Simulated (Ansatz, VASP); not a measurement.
This is a calculation of Ti for Ansatz 0.2.0.

input.yaml

```yaml
crystal:
  lattice:
    - [2.9302007457, 0.0, 0.0]
    - [-1.4651003729, 2.537628284, 0.0]
    - [0.0, 0.0, 4.6485896576]
  atoms:
    - { symbol: Ti, position: [0.6666666667, 0.3333333333, 0.75] }
    - { symbol: Ti, position: [0.3333333333, 0.6666666667, 0.25] }
hamiltonian:
  xc: { exchange: pbesol, correlation: pbesol, exx: { coeff: 0.25 } }
  pseudopotentials: { kind: paw }
kpoints:
  mp_grid: { grid: [5, 5, 3] }
scf:
  occupations: { method: fermi_dirac, width: 0.05 }
output:
  forces: true
  stress: true
  eigenvalues: true
```

Potentials or basis: Ansatz PAW.

The run is started by

```bash
$ ansatz run input.yaml --threads 2 --pin off --max-ram 5632MiB --backend cpu --events-out ev --progress --plain --runs-dir out
```

Problem. Set up the same calculation for VASP 6.6.1. Potentials there: VASP PAW PBE potentials, release 64 (Ti_sv).

Solution. As run (the cutoff follows the program's own potentials):

The input POSCAR:

```
Ti
1.0
    2.9302007457      0.0000000000      0.0000000000
   -1.4651003729      2.5376282840      0.0000000000
    0.0000000000      0.0000000000      4.6485896576
Ti
2
Direct
    0.6666666667      0.3333333333      0.7500000000
    0.3333333333      0.6666666667      0.2500000000
```

Contents of INCAR.step1:

```
SYSTEM = Ti
  PREC = Accurate
  ENCUT = 520
  EDIFF = 1E-5
  ISMEAR = -1
  SIGMA = 0.05
  LREAL = .False.
  LASPH = .True.
  NELM = 100
  ALGO = Normal
  ISIF = 2
  LWAVE = .True.
  GGA = PE
  NBANDS = 19
```

File INCAR.step2:

```
SYSTEM = Ti
  PREC = Accurate
  ENCUT = 520
  EDIFF = 1E-7
  ISMEAR = -1
  SIGMA = 0.05
  LREAL = .False.
  LASPH = .True.
  NELM = 100
  ALGO = Normal
  ISIF = 2
  LWAVE = .False.
  LCHARG = .True.
  GGA = PS
  LHFCALC = .True.
  AEXX = 0.25
  PRECFOCK = Normal
  LELF = .True.
  LVHAR = .True.
  ISTART = 1
  NBANDS = 19
```

Contents of KPOINTS:

```
Automatic mesh
0
Gamma
  5 5 3
  0 0 0
```

Potentials or basis: VASP PAW PBE potentials, release 64 (Ti_sv).

Run with:

```sh
$ cat potpaw_PBE.64/Ti_sv/POTCAR > POTCAR
$ cp INCAR.step1 INCAR
$ mpirun -np 1 vasp_std > vasp.out
$ cp INCAR.step2 INCAR
$ mpirun -np 1 vasp_std > vasp.out
```

Both were run:

|  | VASP | Ansatz | Ansatz less VASP |
| --- | --- | --- | --- |
| gap on the k mesh at the Fermi level (eV) | none | none | - |
| pressure (GPa) | -5.5 | -4.8 | +0.71 |
| traceless stress, the component that is largest in VASP (GPa) | -1.47 | -1.50 | -0.035 |

VASP's potentials were made for PBE, not for PBEsol-based global hybrid. A gap of «none» marks a metal or a gap that the smearing closes.

The k mesh is coarse, so the values compare programs but aren't converged.
